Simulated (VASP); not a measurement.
Wanted: the native input for a VASP 6.6.1 run.

| Item | Value |
| --- | --- |
| Task | single point |
| Functional | r2SCAN |
| Potentials or basis | VASP PAW PBE potentials, release 64 (Ba_sv, Ti_sv, O) |
| Cutoff | 520 eV |
| k mesh | 6 × 6 × 3 |
| Occupations | gaussian, width 0.0444 eV |
| Spin | collinear spin, zero start |
| Starting moments | [0.0, 0.0, 0.0, 0.0, 0.0, 0.0, 0.0, 0.0, 0.0, 0.0] μB |
| Dipole correction | no |
| Further INCAR settings | ALGO = Normal; EDIFF = 1e-06; NBANDS = 55 |

BaTiO3:

```xyz
10
Lattice="4.0588 0.0000 0.0000 0.0000 4.0588 0.0000 0.0000 0.0000 8.1176" Properties=species:S:1:pos:R:3 pbc="T T T"
Ba    2.0294    2.0294    2.0294
Ba    2.0294    2.0294    6.0882
Ti    0.0000    0.0000    0.0000
Ti    0.0000    0.0000    4.0588
O     2.0294    0.0000    0.0000
O     2.0294    0.0000    4.0588
O     0.0000    2.0294    0.0000
O     0.0000    2.0294    4.0588
O     0.0000    0.0000    2.0294
O     0.0000    0.0000    6.0882
```

One way to write it, as run:

POSCAR

```
BaTiO3
1.0
    4.0588155400      0.0000000000      0.0000000000
    0.0000000000      4.0588155400      0.0000000000
    0.0000000000      0.0000000000      8.1176310800
Ba Ti O
2 2 6
Direct
    0.5000000000      0.5000000000      0.2500000000
    0.5000000000      0.5000000000      0.7500000000
    0.0000000000      0.0000000000      0.0000000000
    0.0000000000      0.0000000000      0.5000000000
    0.5000000000      0.0000000000      0.0000000000
    0.5000000000      0.0000000000      0.5000000000
    0.0000000000      0.5000000000      0.0000000000
    0.0000000000      0.5000000000      0.5000000000
    0.0000000000      0.0000000000      0.2500000000
    0.0000000000      0.0000000000      0.7500000000
```

INCAR.step1

```
SYSTEM = BaTiO3
ALGO     = Normal         ! electronic algorithm
EDIFF    = 1E-4           ! SCF threshold, eV
ENCUT    = 520            ! plane-wave cutoff, eV
GGA      = PE             ! functional
ISMEAR   = 0              ! smearing method
ISPIN    = 2              ! spin polarisation
LASPH    = .True.         ! aspherical terms in the spheres
LCHARG   = .False.        ! write CHGCAR
LMAXMIX  = 4              ! l up to which the mixer works
LREAL    = .False.        ! projectors in reciprocal space
LWAVE    = .True.         ! write WAVECAR
MAGMOM   = 0 0 0 0 0 0 0 0 0 0 ! initial moments
NBANDS   = 55             ! bands
NELM     = 150            ! most SCF steps
PREC     = Accurate       ! precision mode
SIGMA    = 0.0444         ! smearing width, eV
```

INCAR.step2

```
SYSTEM = BaTiO3
ALGO     = Normal         ! electronic algorithm
EDIFF    = 1E-6           ! SCF threshold, eV
ENCUT    = 520            ! plane-wave cutoff, eV
ISIF     = 2              ! what is computed and relaxed
ISMEAR   = 0              ! smearing method
ISPIN    = 2              ! spin polarisation
ISTART   = 1            
LASPH    = .True.         ! aspherical terms in the spheres
LCHARG   = .False.        ! write CHGCAR
LMAXMIX  = 4              ! l up to which the mixer works
LMIXTAU  = .True.       
LORBIT   = 11             ! projections on sites
LREAL    = .False.        ! projectors in reciprocal space
LWAVE    = .False.        ! write WAVECAR
MAGMOM   = 0 0 0 0 0 0 0 0 0 0 ! initial moments
METAGGA  = R2SCAN         ! meta-GGA
NBANDS   = 55             ! bands
NELM     = 150            ! most SCF steps
PREC     = Accurate       ! precision mode
SIGMA    = 0.0444         ! smearing width, eV
```

KPOINTS

```
k-points
0
Gamma
  6 6 3
  0 0 0
```

Potentials or basis: VASP PAW PBE potentials, release 64 (Ba_sv, Ti_sv, O).

Launch:

```console
$ cat potpaw_PBE.64/Ba_sv/POTCAR potpaw_PBE.64/Ti_sv/POTCAR potpaw_PBE.64/O/POTCAR > POTCAR
$ cp INCAR.step1 INCAR
$ mpirun -np 1 vasp_std > vasp.out
$ cp INCAR.step2 INCAR
$ mpirun -np 1 vasp_std > vasp.out
```

It gave:

```yaml
Pressure: -6.2 GPa
Band_gap_on_the_k_mesh: 2.03 eV
Net_moment: 0.00 μB per cell
Valence_electrons_inside_the_program's_atomic_spheres: Ba 7.96; Ti 10.02; O 5.04
```

Caveat: the cell stands under tension; the PAW data sets were made with another functional, which shifts forces and pressure a little; spin-orbit coupling is left out, which moves the levels of the heavy elements.

It took 11 min on 1 thread of Intel(R) Xeon(R) Platinum 8488C (Sapphire Rapids) (shared host), peak memory 0.43 GiB.
